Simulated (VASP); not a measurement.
Input of a VASP 6.6.1 run:

File INCAR:

```
SYSTEM = Cr
  PREC = Accurate
  ENCUT = 520
  EDIFF = 1E-7
  ISMEAR = -1
  SIGMA = 0.05
  LREAL = .FALSE.
  LASPH = .TRUE.
  NELM = 60
  ALGO = Normal
  ISIF = 2
  LWAVE = .FALSE.
  LCHARG = .FALSE.
  GGA = PE
  NBANDS = 19
```

File KPOINTS:

```
regular mesh
0
G
  11 11 11
  0 0 0
```

File POSCAR:

```
Cr
1.0
    3.0175784883      0.0000000000      0.0000000000
    0.0000000000      3.0175784883      0.0000000000
    0.0000000000      0.0000000000      3.0175784883
Cr
2
Direct
    0.0000000000      0.0000000000      0.0000000000
    0.5000000000      0.5000000000      0.5000000000
```

Potentials or basis: VASP PAW PBE potentials, release 64 (Cr_pv).

Run with:

```bash
$ cat potpaw_PBE.64/Cr_pv/POTCAR > POTCAR
$ mpirun -np 1 vasp_std > vasp.out
```

Task: Estimate the pressure.

Result: -31.0 GPa.

Task: What does it give for the band gap on the k mesh?

Result: Zero (bands 12 and 13 overlap by 0.72 eV).

Caveat: the cell stands under tension; the run has no spin polarisation, though such a crystal can be magnetic. Spin polarisation is off, so any magnetic state and its effect on volume and gap are missing.
